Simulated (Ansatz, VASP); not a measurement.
# GaN: VASP beside Ansatz

```
Ga N
1.0
     0.00000    2.25350    2.25350
     2.25350    0.00000    2.25350
     2.25350    2.25350    0.00000
Ga N
1 1
Direct
  0.00000 0.00000 0.00000
  0.25000 0.25000 0.25000
```

Alike in both runs: task single point; functional PBE; k mesh 10 × 10 × 10; occupations gaussian, width 0.03 eV; no spin polarisation.

|  | VASP | Ansatz |
| --- | --- | --- |
| version | VASP 6.6.1 | Ansatz 0.2.0 |
| potentials or method | VASP PAW PBE potentials, release 64 (Ga_d, N) | Ansatz PAW |
| plane-wave cutoff (eV) | 520 | 420 |
| valence electrons in the cell | 18 | 18 |

|  | VASP | Ansatz | Ansatz less VASP |
| --- | --- | --- | --- |
| gap on the k mesh at the Fermi level (eV) | 1.72 | 1.72 | -0.008 |
| least direct gap on the mesh (eV) | 1.72 | 1.72 | -0.008 |
| pressure (GPa) | 5.1 | 5.0 | -0.04 |

With one functional, cell and mesh, what is left measures potentials, basis and numerics.
